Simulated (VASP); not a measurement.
# CaC (Cmcm) in VASP: notebook

CaC is run at these levels: PBE; tasks: single point, relaxation of cell and atoms.

Everything below comes from runs of VASP 6.6.1. Logs are shortened: lines on timing, memory, paths and dates and some standing lists are left out, and cuts for length are marked.

### Step 1. The cell of the first run

It takes space group Cmcm (No. 63, orthorhombic). The conventional cell has a = 3.403 Å, b = 13.903 Å, c = 2.766 Å, α = 90.00°, β = 90.00°, γ = 90.00°. Within 3.5 Å of Ca (site symmetry m2m) lie 6 C at 2.57 to 2.65 Å and 4 Ca at 2.77 to 3.40 Å. C (site symmetry m2m) has 2 C at 1.55 Å within 2.1 Å.

### Step 2. Single point, PBE

INCAR

```
SYSTEM = CaC
ALGO     = Normal         ! electronic algorithm
EDIFF    = 1E-6           ! SCF threshold, eV
ENCUT    = 520            ! plane-wave cutoff, eV
GGA      = PE             ! functional
ISIF     = 2              ! what is computed and relaxed
ISMEAR   = 0              ! smearing method
LASPH    = .True.         ! aspherical terms in the spheres
LCHARG   = .True.         ! write CHGCAR
LELF     = .True.         ! ELF
LREAL    = .False.        ! projectors in reciprocal space
LVHAR    = .True.       
LWAVE    = .False.        ! write WAVECAR
NBANDS   = 22             ! bands
NELM     = 60             ! most SCF steps
PREC     = Accurate       ! precision mode
SIGMA    = 0.1            ! smearing width, eV
```

KPOINTS

```
k-points
0
Gamma
  6 6 4
  0 0 0
```

POSCAR

```
CaC
1.0
    1.7013343423     -6.9515720310      0.0000000000
    1.7013343423      6.9515720310      0.0000000000
    0.0000000000      0.0000000000      2.7656404235
Ca C
2 2
Direct
    0.8788715954      0.1211284046      0.7500000000
    0.1211284046      0.8788715954      0.2500000000
    0.5252421317      0.4747578683      0.7500000000
    0.4747578683      0.5252421317      0.2500000000
```

Potentials or basis: VASP PAW PBE potentials, release 64 (Ca_sv, C).

Command:

```bash
$ cat potpaw_PBE.64/Ca_sv/POTCAR potpaw_PBE.64/C/POTCAR > POTCAR
$ mpirun -np 1 vasp_std > vasp.out
```

OUTCAR:

```text
SYSTEM = CaC
   EDIFF = 1E-6
   ENCUT = 520
   GGA = PE
   ISIF = 2
   ISMEAR = 0
   LASPH = .True.
   LREAL = .False.
   NELM = 60
   PREC = Accurate

 ion  position               nearest neighbor table
   1  0.879  0.121  0.750-   4 2.57   4 2.57   4 2.57   4 2.57
   2  0.121  0.879  0.250-   3 2.57   3 2.57   3 2.57   3 2.57
   3  0.525  0.475  0.750-   4 1.55   4 1.55   2 2.57   2 2.57   2 2.57   2 2.57
   4  0.475  0.525  0.250-   3 1.55   3 1.55   1 2.57   1 2.57   1 2.57   1 2.57

  LATTYP: Found a base centered orthorhombic cell.
 ALAT       =     3.4026686846
 B/A-ratio  =     4.0859529242
 C/A-ratio  =     0.8127856926

  Lattice vectors:

 A1 = (   1.7013343423,  -6.9515720310,   0.0000000000)
 A2 = (   1.7013343423,   6.9515720310,   0.0000000000)
 A3 = (   0.0000000000,   0.0000000000,   2.7656404235)

Analysis of symmetry for initial positions (statically):
=====================================================================
 Subroutine PRICEL returns:
 Original cell was already a primitive cell.

 Routine SETGRP: Setting up the symmetry group for a
 base centered orthorhombic supercell.

 Subroutine GETGRP returns: Found  8 space group operations
 (whereof  4 operations were pure point group operations)
 out of a pool of  8 trial point group operations.

The static configuration has the point symmetry C_2h.
 The point group associated with its full space group is D_2h.

Analysis of symmetry for dynamics (positions and initial velocities):
=====================================================================
 Subroutine PRICEL returns:
 Original cell was already a primitive cell.

 Routine SETGRP: Setting up the symmetry group for a
 base centered orthorhombic supercell.

 Subroutine GETGRP returns: Found  8 space group operations
 (whereof  4 operations were pure point group operations)
 out of a pool of  8 trial point group operations.

The dynamic configuration has the point symmetry C_2h.
 The point group associated with its full space group is D_2h.

 Subroutine INISYM returns: Found  8 space group operations
 (whereof  4 operations are pure point group operations),
 and found     1 'primitive' translations

----------------------------------------------------------------------------------------

                                     Primitive cell

  volume of cell :      65.4182

  direct lattice vectors                    reciprocal lattice vectors
     1.701334342 -6.951572031  0.000000000     0.293886973 -0.071926177  0.000000000
     1.701334342  6.951572031  0.000000000     0.293886973  0.071926177  0.000000000
     0.000000000  0.000000000  2.765640423     0.000000000  0.000000000  0.361579904

  length of vectors
     7.156737542  7.156737542  2.765640423     0.302560618  0.302560618  0.361579904

  position of ions in fractional coordinates (direct lattice)
     0.878871595  0.121128405  0.750000000
     0.121128405  0.878871595  0.250000000
     0.525242132  0.474757868  0.750000000
     0.474757868  0.525242132  0.250000000

  ion indices of the primitive-cell ions
   primitive index   ion index
                 1           1
                 2           2
                 3           3
                 4           4

----------------------------------------------------------------------------------------

 KPOINTS: k-points

Automatic generation of k-mesh.
 Grid dimensions read from file:
 generate k-points for:    6    6    4

 Generating k-lattice:

  Cartesian coordinates                     Fractional coordinates (reciprocal lattice)
     0.048981162 -0.011987696  0.000000000     0.166666667  0.000000000  0.000000000
     0.048981162  0.011987696  0.000000000     0.000000000  0.166666667  0.000000000
     0.000000000  0.000000000  0.090394976     0.000000000  0.000000000  0.250000000

  Length of vectors
     0.050426770  0.050426770  0.090394976

  Shift w.r.t. Gamma in fractional coordinates (k-lattice)
     0.000000000  0.000000000  0.000000000

 Subroutine IBZKPT returns following result:
 ===========================================

 Found     39 irreducible k-points:

 Following reciprocal coordinates:
            Coordinates               Weight
  0.000000  0.000000  0.000000      1.000000
  0.166667  0.000000  0.000000      4.000000
  0.333333 -0.000000  0.000000      4.000000
  0.500000 -0.000000  0.000000      2.000000
  0.166667  0.166667  0.000000      2.000000
  0.333333  0.166667  0.000000      4.000000
[... 16 lines left out ...]
  0.333333  0.333333  0.250000      4.000000
  0.500000  0.333333  0.250000      8.000000
 [... further k-points ...]
   k-points           NKPTS =     39   k-points in BZ     NKDIM =     39   number of bands    NBANDS=     22
   number of dos      NEDOS =    301   number of ions     NIONS =      4
   total plane-waves  NPLWV =  69984
   dimension x,y,z NGX =    54 NGY =   54 NGZ =   24
   dimension x,y,z NGXF=   108 NGYF=  108 NGZF=   48
   ions per type =               2   2
   NGX,Y,Z   is equivalent  to a cutoff of  12.54, 12.54, 14.43 a.u.
   NGXF,Y,Z  is equivalent  to a cutoff of  25.09, 25.09, 28.85 a.u.
 SYSTEM =  CaC
   PREC   = accura    normal or accurate (medium, high low for compatibility)
   ISTART =      0    job   : 0-new  1-cont  2-samecut
   ICHARG =      2    charge: 1-file 2-atom 10-const
   ISPIN  =      1    spin polarized calculation?
   LNONCOLLINEAR =      F non collinear calculations
   LSORBIT =      F    spin-orbit coupling
   LASPH  =      T    aspherical Exc in radial PAW
   ENCUT  =  520.0 eV  38.22 Ry    6.18 a.u.  13.31 13.31  5.14*2*pi/ulx,y,z
   NELM   =     60;   NELMIN=  2; NELMDL= -5     # of ELM steps
   EDIFF  = 0.1E-05   stopping-criterion for ELM
   LREAL  =      F    real-space projection
   EDIFFG = 0.1E-04   stopping-criterion for IOM
   NSW    =      0    number of steps for IOM
   IBRION =     -1    ionic relax: 0-MD 1-quasi-New 2-CG
   NFREE  =      0    steps in history (QN), initial steepest desc. (CG)
   ISIF   =      2    stress and relaxation
   ISYM   =      2    0-nonsym 1-usesym 2-fastsym
   POTIM  = 0.5000    time-step for ionic-motion
   TEBEG  =    0.0;   TEEND  =   0.0 temperature during run
   PSTRESS=    0.0 pullay stress
   NELECT =      28.0000    total number of electrons
   NUPDOWN=      -1.0000    fix difference up-down
   EMIN   =  10.00;   EMAX   =-10.00  energy-range for DOS
   EFERMI =   0.00;   METHOD = LEGACY
   ISMEAR =     0;   SIGMA  =   0.10  broadening in eV -4-tet -1-fermi 0-gaus
   EFERMI_NEDOS =   21; number of points for ismear=-14 and -15
   IALGO  =     38    algorithm
   IMIX   =      4    mixing-type and parameters
     AMIX     =   0.40;   BMIX     =  1.00
     AMIX_MAG =   1.60;   BMIX_MAG =  1.00
  volume/ion in A,a.u.               =      16.35       110.37
  Fermi-wavevector in a.u.,A,eV,Ry     =   1.233752  2.331454 20.710043  1.522145
  Thomas-Fermi vector in A             =   2.368470
   LORBIT       =      0    0 simple, 1 ext, 2 COOP (PROOUT), +10 PAW based schemes
   GGA     = PE    functional components
   LHFCALC =     F    Hartree Fock is set to
   AEXX    =    0.0000 exact exchange contribution
   IVDW    =     0    specifies the selected vdW correction
   LEPSILON=     F    determine dielectric tensor
   LRPA    =     F    only Hartree local field effects (RPA)
 non-spin polarized calculation
 Gauss-broadening in eV      SIGMA  =   0.10
  energy-cutoff  :      520.00
  volume of cell :       65.42
 maximum number of plane-waves:      1784
 NGX is ok and might be reduce to    54
   NGX = 27   NGY = 27   NGZ = 11

 number of electron      28.0000004 magnetization

 Free energy of the ion-electron system (eV)
  ---------------------------------------------------
  ext. energy  EPLUGINS =         0.00000000
  ---------------------------------------------------
  free energy    TOTEN  =       -21.31173733 eV

  energy without entropy =      -21.30906322  energy(sigma->0) =      -21.31040028

 E-fermi :   4.8697     XC(G=0):  -9.8862

 val. band max:        4.7199077943   @ k =   0.1667   0.1667   0.0000
 cond. band min:       4.8785766355   @ k =   0.1667   0.1667   0.2500
 fundamental gap:      0.1586688411
 Fermi energy:         4.8697073259

 k-point     1 :       0.0000    0.0000    0.0000
  band No.  band energies     occupation
      1     -36.2890      2.00000
      2     -36.2689      2.00000
      3     -17.5429      2.00000
      4     -17.1922      2.00000
      5     -17.1738      2.00000
      6     -17.1461      2.00000
[... 14 lines left out ...]
     21      10.0574      0.00000
     22      10.7130      0.00000

 k-point     2 :       0.1667    0.0000    0.0000
  band No.  band energies     occupation
      1     -36.2802      2.00000
      2     -36.2613      2.00000
      3     -17.5136      2.00000
      4     -17.2856      2.00000
      5     -17.2494      2.00000
      6     -17.1783      2.00000
[... 14 lines left out ...]
     21      10.0952      0.00000
     22      10.4825      0.00000

 k-point     3 :       0.3333   -0.0000    0.0000
  band No.  band energies     occupation
      1     -36.2623      2.00000
      2     -36.2461      2.00000
      3     -17.5669      2.00000
      4     -17.4334      2.00000
      5     -17.3809      2.00000
      6     -17.1702      2.00000
[... 14 lines left out ...]
     21       9.9419      0.00000
     22       9.9996      0.00000
[... 476 lines left out ...]
 k-point    23 :       0.3333    0.3333    0.2500
  band No.  band energies     occupation
      1     -36.1347      2.00000
      2     -36.1251      2.00000
      3     -17.4541      2.00000
      4     -17.4215      2.00000
      5     -17.3713      2.00000
      6     -17.2998      2.00000
[... 14 lines left out ...]
     21       9.2049      0.00000
     22       9.5143      0.00000

 k-point    24 :       0.5000    0.3333    0.2500
  band No.  band energies     occupation
      1     -36.1500      2.00000
      2     -36.1404      2.00000
      3     -17.4799      2.00000
      4     -17.4470      2.00000
      5     -17.2726      2.00000
      6     -17.1585      2.00000
[... 14 lines left out ...]
     21       9.2141      0.00000
     22       9.5583      0.00000

 [... further k-points ...]

------------------------ aborting loop because EDIFF is reached ----------------------------------------

  FORCE on cell =-STRESS in cart. coord.  units (eV):
  Direction    XX          YY          ZZ          XY          YZ          ZX
  --------------------------------------------------------------------------------------
  -------------------------------------------------------------------------------------
  Total        0.1462875      0.2098706      0.2430480      0.0000000      0.0000000      0.0000000
  in kB        3.5827738      5.1400086      5.9525659      0.0000000      0.0000000      0.0000000
  external PRESSURE =       4.8917828 kB  Pullay stress =       0.0000000 kB

 VOLUME and BASIS-vectors are now :
 -----------------------------------------------------------------------------
  energy-cutoff  :      520.00
  volume of cell :       65.42
      direct lattice vectors                 reciprocal lattice vectors
     1.701334342 -6.951572031  0.000000000     0.293886973 -0.071926177  0.000000000
     1.701334342  6.951572031  0.000000000     0.293886973  0.071926177  0.000000000
     0.000000000  0.000000000  2.765640423     0.000000000  0.000000000  0.361579904

 POSITION                                       TOTAL-FORCE (eV/Angst)
 -----------------------------------------------------------------------------------
      1.70133     -5.26751      2.07423         0.000000      0.032810      0.000000
      1.70133      5.26751      0.69141         0.000000     -0.032810      0.000000
      1.70133     -0.35094      2.07423         0.000000     -0.013582      0.000000
      1.70133      0.35094      0.69141         0.000000      0.013582     -0.000000
 -----------------------------------------------------------------------------------
    total drift:                               -0.000000     -0.000000     -0.000000

  FREE ENERGIE OF THE ION-ELECTRON SYSTEM (eV)
  ---------------------------------------------------
  free  energy   TOTEN  =       -21.3117373348 eV

  energy  without entropy=      -21.3090632196  energy(sigma->0) =      -21.31040028
```

It took 2.4 min on 1 thread of Oxide Virtual Turin-like, shared host; peak memory 0.23 GiB.

What came out:

- Free energy: -21.3117 eV
- Pressure: 0.5 GPa
- Largest force: 0.033 eV/Å
- Band gap on the k mesh: zero (bands 14 and 15 overlap by 0.18 eV)

Forces on the atoms (eV/Å):
```
Ca   0.000  0.033  0.000
Ca   0.000 -0.033  0.000
C    0.000 -0.014  0.000
C    0.000  0.014  0.000
```

Stress tensor (GPa, compression positive):
```
0.36 0.00 0.00
0.00 0.51 0.00
0.00 0.00 0.60
```

Levels at points of the mesh, in eV from the Fermi level:
```
           k point  band 10  band 11  band 12  band 13  band 14  band 15  band 16  band 17  band 18  band 19
(0.00, 0.00, 0.00)    -7.03    -5.68    -4.83    -3.18    -0.38     0.31     0.78     2.58     3.12     3.55
(0.50, 0.00, 0.00)    -6.66    -6.09    -5.65    -0.84    -0.18    -0.17     1.17     1.24     3.47     4.52
(0.50, 0.50, 0.00)    -7.14    -5.68    -4.84    -2.06    -1.85     0.40     0.60     3.19     3.33     3.66
(0.00, 0.00, 0.50)   -12.69    -3.55    -3.55    -1.67    -1.67     0.52     0.52     2.72     2.72     3.66
(0.50, 0.00, 0.50)   -12.54    -4.21    -4.21    -3.38    -3.38     2.28     2.28     3.04     3.04     4.32
(0.50, 0.50, 0.50)   -12.69    -3.55    -3.55    -1.66    -1.66     0.45     0.45     2.46     2.46     3.50
```

Caveat: the k points lie up to 0.57 Å⁻¹ apart.

### Step 3. Single point, PBE

INCAR

```
  PREC = Accurate
  ENCUT = 520
  EDIFF = 1E-6
  ISMEAR = 0
  SIGMA = 0.1
  LREAL = False
  LASPH = True
  NELM = 100
  ALGO = Normal
  ISIF = 2
  LWAVE = False
  LCHARG = False
  GGA = PE
  NBANDS = 22
```

KPOINTS

```
Automatic mesh
0
Gamma
  6 6 6
```

POSCAR

```
CaC
1.0
    1.7031041517     -6.9688287877      0.0000000000
    1.7031041517      6.9688287877      0.0000000000
    0.0000000000      0.0000000000      2.7607821799
Ca C
2 2
Direct
    0.8789916889      0.1210083111      0.2500000000
    0.1210083111      0.8789916889      0.7500000000
    0.5253400712      0.4746599288      0.2500000000
    0.4746599288      0.5253400712      0.7500000000
```

Potentials or basis: VASP PAW PBE potentials, release 64 (Ca_sv, C).

Command:

```bash
$ cat potpaw_PBE.64/Ca_sv/POTCAR potpaw_PBE.64/C/POTCAR > POTCAR
$ mpirun -np 1 vasp_std > vasp.out
```

It took 3.5 min on 1 thread of Oxide Virtual Turin-like, shared host; peak memory 0.24 GiB.

Results (log left out):

| Property | Result |
| --- | --- |
| Free energy | -21.3492 eV |
| Pressure | 0.4 GPa |
| Largest force | 0.038 eV/Å |
| Band gap on the k mesh | zero (bands 14 and 15 overlap by 0.48 eV) |

Forces in eV/Å, atoms in the order of the input:
```
Ca   0.000  0.038  0.000
Ca   0.000 -0.038  0.000
C    0.000 -0.010  0.000
C    0.000  0.010  0.000
```

Stress tensor (GPa, compression positive):
```
0.32 0.00 0.00
0.00 0.34 0.00
0.00 0.00 0.48
```

Levels at points of the mesh, in eV from the Fermi level:
| k point | band 10 | band 11 | band 12 | band 13 | band 14 | band 15 | band 16 | band 17 | band 18 | band 19 |
| --- | --- | --- | --- | --- | --- | --- | --- | --- | --- | --- |
| (0.00, 0.00, 0.00) | -7.07 | -5.66 | -4.86 | -3.21 | -0.43 | 0.29 | 0.74 | 2.54 | 3.06 | 3.48 |
| (0.50, 0.00, 0.00) | -6.69 | -6.13 | -5.63 | -0.87 | -0.21 | -0.21 | 1.12 | 1.18 | 3.50 | 4.46 |
| (0.50, 0.50, 0.00) | -7.18 | -5.66 | -4.87 | -2.11 | -1.87 | 0.38 | 0.56 | 3.12 | 3.27 | 3.61 |
| (0.00, 0.00, 0.50) | -12.70 | -3.59 | -3.59 | -1.69 | -1.69 | 0.50 | 0.50 | 2.68 | 2.68 | 3.61 |
| (0.50, 0.00, 0.50) | -12.55 | -4.25 | -4.25 | -3.39 | -3.39 | 2.25 | 2.25 | 3.00 | 3.00 | 4.27 |
| (0.50, 0.50, 0.50) | -12.70 | -3.58 | -3.58 | -1.68 | -1.68 | 0.43 | 0.43 | 2.43 | 2.43 | 3.45 |

Caveat: the k points lie up to 0.38 Å⁻¹ apart.

### Step 4. Single point, PBE

This run uses another cell than the first one, of 19.39 Å³/atom.

INCAR

```
PREC = Accurate ; ENCUT = 520
EDIFF = 1E-6 ; ISMEAR = 0
SIGMA = 0.1 ; LREAL = F
LASPH = T ; NELM = 60
ALGO = Normal ; ISIF = 2
LWAVE = F ; LCHARG = F
GGA = PE ; NBANDS = 22
```

KPOINTS is that of step 3.

POSCAR

```
CaC
1.0
    1.9908367724     -5.0513399459      0.0000000000
    1.9908367724      5.0513399459      0.0000000000
    0.0000000000      0.0000000000      3.8559469063
Ca C
2 2
Direct
    0.8620000000      0.1380000000      0.7500000000
    0.1380000000      0.8620000000      0.2500000000
    0.5830000000      0.4170000000      0.7500000000
    0.4170000000      0.5830000000      0.2500000000
```

Command:

```bash
$ cat potpaw_PBE.64/Ca_sv/POTCAR potpaw_PBE.64/C/POTCAR > POTCAR
$ mpirun -np 1 vasp_std > vasp.out
```

Run time: 2.4 min. Hardware: 1 thread of Oxide Virtual Turin-like, shared host; peak memory 0.21 GiB.

Results (log left out):

```yaml
Free_energy: -18.0792 eV
Pressure: -12.5 GPa
Largest_force: 1.017 eV/Å
Band_gap_on_the_k_mesh: zero (bands 14 and 15 overlap by 0.92 eV)
```

Forces on the atoms (eV/Å):
```
Ca   0.000 -0.915  0.000
Ca   0.000  0.915  0.000
C    0.000  1.017  0.000
C    0.000 -1.017  0.000
```

Stress tensor (GPa, compression positive):
```
 -9.50   0.00   0.00
  0.00 -14.38   0.00
  0.00   0.00 -13.74
```

Levels at points of the mesh, in eV from the Fermi level:
| k point | band 11 | band 12 | band 13 | band 14 | band 15 | band 16 | band 17 | band 18 |
| --- | --- | --- | --- | --- | --- | --- | --- | --- |
| (0.00, 0.00, 0.00) | -2.08 | -1.12 | -0.97 | 0.30 | 0.64 | 1.76 | 2.12 | 2.38 |
| (0.50, 0.00, 0.00) | -3.05 | -1.99 | -1.56 | -1.12 | 0.51 | 0.71 | 2.85 | 3.82 |
| (0.50, 0.50, 0.00) | -1.37 | -1.19 | -0.90 | -0.83 | 1.06 | 1.24 | 1.49 | 2.97 |
| (0.00, 0.00, 0.50) | -2.26 | -2.26 | -0.84 | -0.84 | -0.17 | -0.17 | 3.68 | 3.68 |
| (0.50, 0.00, 0.50) | -2.20 | -2.20 | -1.39 | -1.39 | 0.64 | 0.64 | 2.72 | 2.72 |
| (0.50, 0.50, 0.50) | -3.17 | -3.17 | -0.62 | -0.62 | 1.00 | 1.00 | 3.37 | 3.37 |

Caveat: the cell stands under tension; forces of over 1 eV/Å act on the atoms, so gaps and moduli don't describe the material at rest.

(Continued in part 2 of 2.)
